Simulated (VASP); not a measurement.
**ZrS: single point with r2SCAN+rVV10+U**

The system is ZrS.

```
Zr S
1.0
     0.00000    2.62500    2.62500
     2.62500    0.00000    2.62500
     2.62500    2.62500    0.00000
Zr S
1 1
Direct
  0.00000 0.00000 0.00000
  0.50000 0.50000 0.50000
```

| Item | Value |
| --- | --- |
| Program | VASP 6.6.1 |
| Task | single point |
| Functional | r2SCAN |
| Dispersion | rVV10 |
| Potentials or basis | VASP PAW PBE potentials, release 64 (Zr_sv, S) |
| Cutoff | 520 eV |
| k mesh | 9 × 9 × 9 |
| Occupations | fermi-dirac, width 0.05 eV |
| Spin | no spin polarisation |
| Hubbard terms | Zr d U = 4.5 eV |
| Dipole correction | no |
| Further INCAR settings | ALGO = Normal; EDIFF = 1e-06; NBANDS = 16 |

* Pressure: 3.7 GPa
* Band gap on the k mesh: zero (bands 9 and 10 overlap by 2.36 eV)

Levels at points of the mesh, in eV from the Fermi level:
```csv
k point,band 5,band 6,band 7,band 8,band 9,band 10,band 11,band 12,band 13,band 14
"(0.00, 0.00, 0.00)",-17.15,-4.31,-4.31,-4.31,-1.34,-1.34,-1.34,-0.29,-0.29,1.78
```

Eigenvalues of the final occupation matrices:
```csv
site,spin,trace,eigenvalues
site 1 d,1,0.75,0.11 0.11 0.17 0.17 0.17
site 1 d,2,0.75,0.11 0.11 0.17 0.17 0.17
```

Run time: 2.4 min on 1 thread of Intel Xeon 8259CL, on a shared host, peak memory 0.28 GiB.

Caveat: the cell stands under pressure; the PAW data sets were made with another functional, which shifts forces and pressure a little; U without spin polarisation on a metal has little footing.
